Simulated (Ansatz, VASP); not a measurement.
Given: the input of a run of VASP 6.6.1 on Na.

The input INCAR:

```
ALGO = Normal
EDIFF = 1E-6
ENCUT = 520
GGA = PE
ISIF = 2
ISMEAR = -1
LASPH = True
LCHARG = True
LELF = True
LREAL = False
LVHAR = True
LWAVE = False
NBANDS = 14
NELM = 60
PREC = Accurate
SIGMA = 0.05
```

File KPOINTS:

```
k-points
0
Gamma
  8 8 5
```

Contents of POSCAR:

```
Na
1.0
    3.7919477469      0.0000000000      0.0000000000
   -1.8959738735      3.2839230787      0.0000000000
    0.0000000000      0.0000000000      6.1947561546
Na
2
Direct
    0.6666666667      0.3333333333      0.7500000000
    0.3333333333      0.6666666667      0.2500000000
```

Potentials or basis: VASP PAW PBE potentials, release 64 (Na_pv).

Command:

```bash
$ cat potpaw_PBE.64/Na_pv/POTCAR > POTCAR
$ mpirun -np 1 vasp_std > vasp.out
```

Problem. Set up the same calculation for Ansatz 0.2.0. Potentials there: all-electron LAPW, scalar-relativistic.

Solution. As run (the cutoff follows the program's own potentials):

File input.yaml:

```yaml
crystal:
  lattice:
    - [3.7919477469, 0.0, 0.0]
    - [-1.8959738735, 3.2839230787, 0.0]
    - [0.0, 0.0, 6.1947561546]
  atoms:
    - { symbol: Na, position: [0.6666666667, 0.3333333333, 0.75] }
    - { symbol: Na, position: [0.3333333333, 0.6666666667, 0.25] }
kpoints:
  mp_grid: { grid: [8, 8, 5] }
scf:
  occupations: { method: fermi_dirac, width: 0.05 }
hamiltonian:
  xc: pbe
  pseudopotentials: { kind: all_electron, lapw: { basis_error: 0.0005 } }
output:
  forces: true
  stress: true
  eigenvalues: true
```

Potentials or basis: all-electron LAPW, scalar-relativistic.

Command:

```sh
$ ansatz run input.yaml --threads 1 --pin off --max-ram 3072MiB --backend cpu --events-out ev --progress --plain --runs-dir out
```

Both were run:

|  | VASP | Ansatz | Ansatz less VASP |
| --- | --- | --- | --- |
| gap on the k mesh at the Fermi level (eV) | none | none | - |
| pressure (GPa) | -0.3 | -0.3 | 0.00 |
| traceless stress, the component that is largest in VASP (GPa) | -0.15 | -0.15 | 0.000 |

A gap of «none» marks a metal or a gap that the smearing closes. Ansatz ran all-electron here, and VASP with PAW potentials.
